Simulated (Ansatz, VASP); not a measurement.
## NaH: VASP beside Ansatz

```
CELL_PARAMETERS angstrom
0.00000 2.39176 2.39176
2.39176 0.00000 2.39176
2.39176 2.39176 0.00000
ATOMIC_POSITIONS crystal
Na 0.00000 0.00000 0.00000
H 0.50000 0.50000 0.50000
```

Alike in both runs: task single point; functional PBE; k mesh 8 × 8 × 8; no spin polarisation.

|  | VASP | Ansatz |
| --- | --- | --- |
| version | VASP 6.6.1 | Ansatz 0.2.0 |
| potentials or method | VASP PAW PBE potentials, release 64 (Na_pv, H) | plane waves, PAW |
| plane-wave cutoff (eV) | 520 | 420 |
| occupations | gaussian, width 0.01 eV | fixed |
| valence electrons in the cell | 8 | 10 |

|  | VASP | Ansatz | Ansatz less VASP |
| --- | --- | --- | --- |
| gap on the k mesh at the Fermi level (eV) | 3.81 | 3.81 | +0.002 |
| pressure (GPa) | 0.7 | 0.7 | +0.03 |

VASP's potentials hold 8 valence electrons a cell and Ansatz's 10, so a difference there can come from the potentials and not from the codes.
